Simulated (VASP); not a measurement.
# CuI (Marshite) (I-4m2) in VASP: further runs

CuI (Marshite) is run at these levels: LDA; tasks: single point.

Program: VASP 6.6.1. These are calculated values, not measurements. Logs are shortened: lines on timing, memory, paths and dates and some standing lists are left out, and cuts for length are marked.

**1. The cell of the first run**

It takes space group I-4m2 (No. 119, tetragonal). The conventional cell has a = 4.228 Å, b = 4.228 Å, c = 5.699 Å, α = 90.00°, β = 90.00°, γ = 90.00°. Cu (site symmetry -4m2) has 4 I at 2.55 Å within 3.4 Å. I (site symmetry -4m2) has 4 Cu at 2.55 Å within 3.4 Å.

**2. Single point, LDA (in-plane strain +0.02, then relaxed in part)**

File INCAR:

```
PREC = Accurate
ENCUT = 520
EDIFF = 1E-6
ISMEAR = 0
SIGMA = 0.01
LREAL = False
LASPH = True
NELM = 60
ALGO = Normal
ISIF = 2
LWAVE = False
LCHARG = False
NBANDS = 16
```

File KPOINTS:

```
Automatic mesh
0
Gamma
  6 6 6
```

File POSCAR:

```
CuI
1.0
    2.9896085065      2.9896085065      0.0000000000
   -2.9896085065      2.9896085065      0.0000000000
    0.0000000000      2.9896085065      2.8495054240
Cu I
1 1
Direct
    0.7500000000      0.2500000000      0.5000000000
    0.0000000000      0.0000000000      0.0000000000
```

Potentials or basis: VASP PAW LDA potentials, release 64 (Cu, I).

On the command line:

```bash
$ cat potpaw_LDA.64/Cu/POTCAR potpaw_LDA.64/I/POTCAR > POTCAR
$ mpirun -np 1 vasp_std > vasp.out
```

OUTCAR:

```text
PREC = Accurate
   ENCUT = 520
   EDIFF = 1E-6
   ISMEAR = 0
   LREAL = False
   LASPH = True
   NELM = 60
   ISIF = 2

 ion  position               nearest neighbor table
   1  0.750  0.250  0.500-   2 2.55   2 2.55   2 2.55   2 2.55
   2  0.000  0.000  0.000-   1 2.55   1 2.55   1 2.55   1 2.55

  LATTYP: Found a body centered tetragonal cell.
 ALAT       =     4.2279448961
 C/A-ratio  =     1.3479387712

  Lattice vectors:

 A1 = (   2.9896085065,   0.0000000000,  -2.8495054240)
 A2 = (  -2.9896085065,   0.0000000000,  -2.8495054240)
 A3 = (   0.0000000000,   2.9896085065,   2.8495054240)

Analysis of symmetry for initial positions (statically):
=====================================================================
 Subroutine PRICEL returns:
 Original cell was already a primitive cell.

 Routine SETGRP: Setting up the symmetry group for a
 body centered tetragonal supercell.

 Subroutine GETGRP returns: Found  8 space group operations
 (whereof  8 operations were pure point group operations)
 out of a pool of 16 trial point group operations.

The static configuration has the point symmetry D_2d.

Analysis of symmetry for dynamics (positions and initial velocities):
=====================================================================
 Subroutine PRICEL returns:
 Original cell was already a primitive cell.

 Routine SETGRP: Setting up the symmetry group for a
 body centered tetragonal supercell.

 Subroutine GETGRP returns: Found  8 space group operations
 (whereof  8 operations were pure point group operations)
 out of a pool of 16 trial point group operations.

The dynamic configuration has the point symmetry D_2d.

 Subroutine INISYM returns: Found  8 space group operations
 (whereof  8 operations are pure point group operations),
 and found     1 'primitive' translations

----------------------------------------------------------------------------------------

                                     Primitive cell

  volume of cell :      50.9364

  direct lattice vectors                    reciprocal lattice vectors
     2.989608507  2.989608507  0.000000000     0.167245978  0.167245978 -0.175469047
    -2.989608507  2.989608507  0.000000000    -0.167245978  0.167245978 -0.175469047
     0.000000000  2.989608507  2.849505424     0.000000000  0.000000000  0.350938093

  length of vectors
     4.227944896  4.227944896  4.130065397     0.294502667  0.294502667  0.350938093

  position of ions in fractional coordinates (direct lattice)
     0.750000000  0.250000000  0.500000000
     0.000000000  0.000000000  0.000000000

  ion indices of the primitive-cell ions
   primitive index   ion index
                 1           1
                 2           2

----------------------------------------------------------------------------------------

 KPOINTS: Automatic mesh

Automatic generation of k-mesh.
 Grid dimensions read from file:
 generate k-points for:    6    6    6

 Generating k-lattice:

  Cartesian coordinates                     Fractional coordinates (reciprocal lattice)
     0.027874330  0.027874330 -0.029244841     0.166666667  0.000000000  0.000000000
    -0.027874330  0.027874330 -0.029244841     0.000000000  0.166666667  0.000000000
     0.000000000  0.000000000  0.058489682     0.000000000  0.000000000  0.166666667

  Length of vectors
     0.049083778  0.049083778  0.058489682

  Shift w.r.t. Gamma in fractional coordinates (k-lattice)
     0.000000000  0.000000000  0.000000000

 Subroutine IBZKPT returns following result:
 ===========================================

 Found     30 irreducible k-points:

 Following reciprocal coordinates:
            Coordinates               Weight
  0.000000  0.000000  0.000000      1.000000
  0.166667  0.000000  0.000000      8.000000
  0.333333  0.000000  0.000000      8.000000
  0.500000  0.000000 -0.000000      4.000000
  0.166667  0.166667  0.000000      8.000000
  0.333333  0.166667 -0.000000     16.000000
[... 16 lines left out ...]
 -0.333333 -0.333333  0.166667      4.000000
 -0.166667 -0.333333  0.166667     16.000000
 [... further k-points ...]
   k-points           NKPTS =     30   k-points in BZ     NKDIM =     30   number of bands    NBANDS=     16
   number of dos      NEDOS =    301   number of ions     NIONS =      2
   total plane-waves  NPLWV =  32768
   dimension x,y,z NGX =    32 NGY =   32 NGZ =   32
   dimension x,y,z NGXF=    64 NGYF=   64 NGZF=   64
   ions per type =               1   1
   NGX,Y,Z   is equivalent  to a cutoff of  12.58, 12.58, 12.88 a.u.
   NGXF,Y,Z  is equivalent  to a cutoff of  25.17, 25.17, 25.76 a.u.
 SYSTEM =  unknown system
   PREC   = accura    normal or accurate (medium, high low for compatibility)
   ISTART =      0    job   : 0-new  1-cont  2-samecut
   ICHARG =      2    charge: 1-file 2-atom 10-const
   ISPIN  =      1    spin polarized calculation?
   LNONCOLLINEAR =      F non collinear calculations
   LSORBIT =      F    spin-orbit coupling
   LASPH  =      T    aspherical Exc in radial PAW
   ENCUT  =  520.0 eV  38.22 Ry    6.18 a.u.   7.86  7.86  7.68*2*pi/ulx,y,z
   NELM   =     60;   NELMIN=  2; NELMDL= -5     # of ELM steps
   EDIFF  = 0.1E-05   stopping-criterion for ELM
   LREAL  =      F    real-space projection
   EDIFFG = 0.1E-04   stopping-criterion for IOM
   NSW    =      0    number of steps for IOM
   IBRION =     -1    ionic relax: 0-MD 1-quasi-New 2-CG
   NFREE  =      0    steps in history (QN), initial steepest desc. (CG)
   ISIF   =      2    stress and relaxation
   ISYM   =      2    0-nonsym 1-usesym 2-fastsym
   POTIM  = 0.5000    time-step for ionic-motion
   TEBEG  =    0.0;   TEEND  =   0.0 temperature during run
   PSTRESS=    0.0 pullay stress
   NELECT =      18.0000    total number of electrons
   NUPDOWN=      -1.0000    fix difference up-down
   EMIN   =  10.00;   EMAX   =-10.00  energy-range for DOS
   EFERMI =   0.00;   METHOD = LEGACY
   ISMEAR =     0;   SIGMA  =   0.01  broadening in eV -4-tet -1-fermi 0-gaus
   EFERMI_NEDOS =   21; number of points for ismear=-14 and -15
   IALGO  =     38    algorithm
   IMIX   =      4    mixing-type and parameters
     AMIX     =   0.40;   BMIX     =  1.00
     AMIX_MAG =   1.60;   BMIX_MAG =  1.00
  volume/ion in A,a.u.               =      25.47       171.87
  Fermi-wavevector in a.u.,A,eV,Ry     =   1.157416  2.187200 18.226537  1.339613
  Thomas-Fermi vector in A             =   2.294028
   LORBIT       =      0    0 simple, 1 ext, 2 COOP (PROOUT), +10 PAW based schemes
   GGA     = CA    functional components
   LHFCALC =     F    Hartree Fock is set to
   AEXX    =    0.0000 exact exchange contribution
   IVDW    =     0    specifies the selected vdW correction
   LEPSILON=     F    determine dielectric tensor
   LRPA    =     F    only Hartree local field effects (RPA)
 non-spin polarized calculation
 Gauss-broadening in eV      SIGMA  =   0.01
  energy-cutoff  :      520.00
  volume of cell :       50.94
 maximum number of plane-waves:      1403
   NGX = 15   NGY = 15   NGZ = 15

 number of electron      17.9999991 magnetization

 Free energy of the ion-electron system (eV)
  ---------------------------------------------------
  ext. energy  EPLUGINS =         0.00000000
  ---------------------------------------------------
  free energy    TOTEN  =        -6.98731008 eV

  energy without entropy =       -6.98731008  energy(sigma->0) =       -6.98731008

 E-fermi :   5.3427     XC(G=0):  -9.7141

 val. band max:        5.2518985019   @ k =   0.0000   0.0000   0.0000
 cond. band min:       6.4463688504   @ k =   0.0000   0.0000   0.0000
 fundamental gap:      1.1944703486
 Fermi energy:         5.3427009091

 k-point     1 :       0.0000    0.0000    0.0000
  band No.  band energies     occupation
      1      -9.2848      2.00000
      2       1.1238      2.00000
      3       1.1238      2.00000
      4       1.1740      2.00000
      5       2.8569      2.00000
      6       2.9050      2.00000
[... 8 lines left out ...]
     15      14.6706      0.00000
     16      15.3210      0.00000

 k-point     2 :       0.1667    0.0000    0.0000
  band No.  band energies     occupation
      1      -9.1300      2.00000
      2       0.6341      2.00000
      3       1.1269      2.00000
      4       1.1902      2.00000
      5       2.8506      2.00000
      6       2.8897      2.00000
[... 8 lines left out ...]
     15      14.0020      0.00000
     16      14.4904      0.00000

 k-point     3 :       0.3333    0.0000    0.0000
  band No.  band energies     occupation
      1      -8.7838      2.00000
      2      -0.4067      2.00000
      3       1.1215      2.00000
      4       1.2468      2.00000
      5       2.8759      2.00000
      6       2.8885      2.00000
[... 8 lines left out ...]
     15      14.6108      0.00000
     16      14.6156      0.00000

 k-point     4 :       0.5000    0.0000   -0.0000
  band No.  band energies     occupation
      1      -8.5870      2.00000
      2      -0.9328      2.00000
      3       1.1127      2.00000
      4       1.2705      2.00000
      5       2.9065      2.00000
      6       2.9157      2.00000
[... 8 lines left out ...]
     15      16.1857      0.00000
     16      16.5756      0.00000

 k-point     5 :       0.1667    0.1667    0.0000
  band No.  band energies     occupation
      1      -8.9044      2.00000
      2       0.1120      2.00000
      3       0.9564      2.00000
      4       1.2305      2.00000
      5       2.8340      2.00000
      6       2.9031      2.00000
[... 8 lines left out ...]
     15      14.8550      0.00000
     16      15.8417      0.00000

 k-point     6 :       0.3333    0.1667   -0.0000
  band No.  band energies     occupation
      1      -8.5973      2.00000
      2      -0.5519      2.00000
      3       0.7412      2.00000
      4       1.2532      2.00000
      5       2.8539      2.00000
      6       2.8994      2.00000
[... 8 lines left out ...]
     15      15.1026      0.00000
     16      16.5904      0.00000

 k-point     7 :       0.5000    0.1667    0.0000
  band No.  band energies     occupation
      1      -8.5388      2.00000
      2      -0.7094      2.00000
      3       0.8140      2.00000
      4       1.2273      2.00000
      5       2.8361      2.00000
      6       2.9202      2.00000
[... 8 lines left out ...]
     15      15.9363      0.00000
     16      16.4058      0.00000

 k-point     8 :      -0.3333    0.1667   -0.0000
  band No.  band energies     occupation
      1      -8.8022      2.00000
      2      -0.1360      2.00000
      3       1.0463      2.00000
      4       1.1887      2.00000
      5       2.7894      2.00000
      6       2.9278      2.00000
[... 8 lines left out ...]
     15      15.4216      0.00000
     16      15.9183      0.00000

 k-point     9 :      -0.1667    0.1667    0.0000
  band No.  band energies     occupation
      1      -9.0844      2.00000
      2       0.5653      2.00000
      3       1.1169      2.00000
      4       1.1821      2.00000
      5       2.8039      2.00000
      6       2.9161      2.00000
[... 8 lines left out ...]
     15      15.1872      0.00000
     16      15.4184      0.00000
[... 172 lines left out ...]
 k-point    19 :       0.3333    0.3333    0.1667
  band No.  band energies     occupation
      1      -8.5567      2.00000
      2      -0.4454      2.00000
      3       0.6717      2.00000
      4       1.2059      2.00000
      5       2.7987      2.00000
      6       2.9168      2.00000
[... 8 lines left out ...]
     15      16.5721      0.00000
     16      17.5921      0.00000

 k-point    20 :       0.5000    0.3333    0.1667
  band No.  band energies     occupation
      1      -8.4242      2.00000
      2      -0.4721      2.00000
      3       0.3092      2.00000
      4       1.1721      2.00000
      5       2.7690      2.00000
      6       2.8642      2.00000
[... 8 lines left out ...]
     15      16.4140      0.00000
     16      17.0074      0.00000

 k-point    21 :       0.5000    0.5000    0.1667
  band No.  band energies     occupation
      1      -8.3683      2.00000
      2      -0.6044      2.00000
      3       0.5192      2.00000
      4       1.0909      2.00000
      5       2.7741      2.00000
      6       2.8181      2.00000
[... 8 lines left out ...]
     15      16.7696      0.00000
     16      17.4133      0.00000

 k-point    22 :      -0.1667    0.5000    0.1667
  band No.  band energies     occupation
      1      -8.5520      2.00000
      2      -0.4130      2.00000
      3       0.7395      2.00000
      4       1.1144      2.00000
      5       2.8021      2.00000
      6       2.8780      2.00000
[... 8 lines left out ...]
     15      16.0702      0.00000
     16      17.5054      0.00000

 k-point    23 :      -0.3333   -0.3333    0.1667
  band No.  band energies     occupation
      1      -8.3522      2.00000
      2      -0.6366      2.00000
      3       0.5821      2.00000
      4       1.0569      2.00000
      5       2.8195      2.00000
      6       2.8307      2.00000
[... 8 lines left out ...]
     15      17.5139      0.00000
     16      17.6947      0.00000

 k-point    24 :      -0.1667   -0.3333    0.1667
  band No.  band energies     occupation
      1      -8.3993      2.00000
      2      -0.4601      2.00000
      3       0.3434      2.00000
      4       1.0924      2.00000
      5       2.7706      2.00000
      6       2.8910      2.00000
[... 8 lines left out ...]
     15      16.7092      0.00000
     16      17.6630      0.00000

 [... further k-points ...]
[... 5 lines left out ...]
  --------------------------------------------------------------------------------------
  -------------------------------------------------------------------------------------
  Total       -0.2361175     -0.2361175      0.0684349      0.0000000      0.0000000      0.0000000
  in kB       -7.4269530     -7.4269530      2.1525854      0.0000000      0.0000000      0.0000000
  external PRESSURE =      -4.2337736 kB  Pullay stress =       0.0000000 kB

 VOLUME and BASIS-vectors are now :
 -----------------------------------------------------------------------------
  energy-cutoff  :      520.00
  volume of cell :       50.94
      direct lattice vectors                 reciprocal lattice vectors
     2.989608507  2.989608507  0.000000000     0.167245978  0.167245978 -0.175469047
    -2.989608507  2.989608507  0.000000000    -0.167245978  0.167245978 -0.175469047
     0.000000000  2.989608507  2.849505424     0.000000000  0.000000000  0.350938093

 POSITION                                       TOTAL-FORCE (eV/Angst)
 -----------------------------------------------------------------------------------
      1.49480      4.48441      1.42475        -0.000000     -0.000000      0.000000
      0.00000      0.00000      0.00000         0.000000      0.000000      0.000000
 -----------------------------------------------------------------------------------
    total drift:                               -0.000001     -0.000000      0.000000

  FREE ENERGIE OF THE ION-ELECTRON SYSTEM (eV)
  ---------------------------------------------------
  free  energy   TOTEN  =        -6.9873100803 eV

  energy  without entropy=       -6.9873100803  energy(sigma->0) =       -6.98731008
```

Run time: 28 s. Hardware: 1 thread of AMD EPYC 7R13, shared host; peak memory 0.14 GiB.

What came out:

```
Free energy            : -6.9873 eV
Pressure               : -0.4 GPa
Band gap on the k mesh : 1.19 eV, direct
```

Stress tensor (GPa, compression positive):
```
-0.74  0.00  0.00
 0.00 -0.74  0.00
 0.00  0.00  0.22
```

Caveat: the cell differs from its parent crystal (in-plane strain +0.02, then relaxed in part); spin-orbit coupling is left out, which moves the levels of the heavy elements.

**3. Single point, LDA (in-plane strain +0.02)**

File INCAR:

```
SYSTEM = CuI
PREC = Accurate ; ENCUT = 520
EDIFF = 1E-7 ; ISMEAR = 0
SIGMA = 0.01 ; LREAL = .False.
LASPH = .True. ; NELM = 80
ALGO = Normal ; ISIF = 2
LWAVE = .False. ; LCHARG = .False.
NBANDS = 16
```

File KPOINTS:

```
regular mesh
0
Gamma
  6 6 6
  0 0 0
```

POSCAR, as its differences from that of step 2:

```diff
@@ -4,3 +4,3 @@
    -2.9896085065      2.9896085065      0.0000000000
-    0.0000000000      2.9896085065      2.8495054240
+    0.0000000000      2.9896085065      2.8958168671
 Cu I
```

Potentials or basis: VASP PAW LDA potentials, release 64 (Cu, I).

On the command line:

```bash
$ cat potpaw_LDA.64/Cu/POTCAR potpaw_LDA.64/I/POTCAR > POTCAR
$ mpirun -np 1 vasp_std > vasp.out
```

It took 40 s on 1 thread of AMD EPYC 7R13, shared host; peak memory 0.14 GiB.

The run converged. Its results:

* Free energy: -6.9854 eV
* Pressure: -1.3 GPa
* Band gap on the k mesh: 1.16 eV, direct

Stress tensor (GPa, compression positive):
```
-1.54  0.00  0.00
 0.00 -1.54  0.00
 0.00  0.00 -0.87
```

Levels at points of the mesh, in eV from the valence-band top:
```tsv
k point	band 6	band 7	band 8	band 9	band 10	band 11	band 12	band 13
(0.00, 0.00, 0.00)	-2.26	-0.06	-0.06	0.00	1.16	4.74	4.74	4.79
(0.50, 0.00, 0.00)	-2.25	-2.20	-0.92	-0.85	2.08	5.19	5.45	7.32
(0.50, 0.50, 0.00)	-2.23	-2.17	-1.88	-1.81	2.49	2.85	9.43	9.89
(0.00, 0.00, 0.50)	-2.19	-2.18	-1.86	-1.86	2.34	2.60	9.70	10.04
```

Caveat: the cell differs from its parent crystal (in-plane strain +0.02); spin-orbit coupling is left out, which moves the levels of the heavy elements.
